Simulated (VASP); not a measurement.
Set up this calculation in VASP 6.6.1, as the native input.

```yaml
Task: single point
Functional: LDA
Potentials_or_basis: VASP PAW LDA potentials, release 64 (Co)
Cutoff: 520 eV
k_mesh: 15 × 15 × 8
Occupations: fermi-dirac, width 0.05 eV
Spin: collinear spin, ferromagnetic start
Starting_moments: "[1.558, 1.558] μB"
Dipole_correction: no
Further_INCAR_settings: ALGO = Normal; EDIFF = 1e-06; NBANDS = 20
```

The structure of Co lies in POSCAR:

```
Co
1.0
    2.4273810165      0.0000000000      0.0000000000
   -1.2136905082      2.1021736250      0.0000000000
    0.0000000000      0.0000000000      3.9230481332
Co
2
Direct
    0.3333333333      0.6666666667      0.2500000000
    0.6666666667      0.3333333333      0.7500000000
```

The input as run:

INCAR

```
SYSTEM = Co
PREC     = Accurate       ! precision mode
ENCUT    = 520            ! plane-wave cutoff, eV
EDIFF    = 1E-6           ! SCF threshold, eV
ISMEAR   = -1             ! smearing method
SIGMA    = 0.05           ! smearing width, eV
LREAL    = .FALSE.        ! projectors in reciprocal space
LASPH    = .TRUE.         ! aspherical terms in the spheres
NELM     = 150            ! most SCF steps
ALGO     = Normal         ! electronic algorithm
ISIF     = 2              ! what is computed and relaxed
LWAVE    = .FALSE.        ! write WAVECAR
LCHARG   = .FALSE.        ! write CHGCAR
ISPIN    = 2              ! spin polarisation
MAGMOM   = 1.558 1.558    ! initial moments
LORBIT   = 11             ! projections on sites
LMAXMIX  = 4              ! l up to which the mixer works
NBANDS   = 20             ! bands
```

KPOINTS

```
regular mesh
0
G
  15 15 8
  0 0 0
```

Potentials or basis: VASP PAW LDA potentials, release 64 (Co).

The run is started by

```bash
$ cat potpaw_LDA.64/Co/POTCAR > POTCAR
$ mpirun -np 1 vasp_std > vasp.out
```

Results of the run:

```yaml
Pressure: -1.1 GPa
Net_moment: 2.98 μB per cell
Site_moments: Co +1.48 μB
Valence_electrons_inside_the_program's_atomic_spheres: Co 8.45
```

Wall time 38 s on 1 thread of Intel(R) Xeon(R) 6975P-C (Granite Rapids) (shared host), peak memory 0.18 GiB.
